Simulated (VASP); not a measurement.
# La3GaB3: single point with r2SCAN

La3GaB3:

```
La B Ga
1.0
     5.18153    0.00000    0.00000
     0.00000    5.18153    0.00000
     0.00000    0.00000    5.18153
La B Ga
3 3 1
Direct
  0.50000 0.50000 0.00000
  0.00000 0.50000 0.50000
  0.50000 0.00000 0.50000
  0.50000 0.00000 0.00000
  0.00000 0.50000 0.00000
  0.00000 0.00000 0.50000
  0.50000 0.50000 0.50000
```

```json
{"Program": "VASP 6.6.1", "Task": "single point", "Functional": "r2SCAN", "Potentials or basis": "VASP PAW PBE potentials, release 64 (La, B, Ga_d)", "Cutoff": "520 eV", "k mesh": "7 × 7 × 7", "Occupations": "fermi-dirac, width 0.1 eV", "Spin": "no spin polarisation"}
```

| Item | Value |
| --- | --- |
| Pressure | 26.1 GPa |

Levels at points of the mesh, in eV from the Fermi level:
| k point | band 24 | band 25 | band 26 | band 27 | band 28 | band 29 | band 30 | band 31 |
| --- | --- | --- | --- | --- | --- | --- | --- | --- |
| (0.00, 0.00, 0.00) | -0.27 | 0.66 | 0.66 | 0.66 | 1.53 | 1.53 | 1.53 | 1.79 |

It took 4.5 min on 1 thread of Intel(R) Xeon(R) Platinum 8375C CPU @ 2.90GHz (Ice Lake) (shared host), peak memory 0.32 GiB.

Caveat: the PAW data sets were made with another functional, which shifts forces and pressure a little; spin-orbit coupling is left out, which moves the levels of the heavy elements.
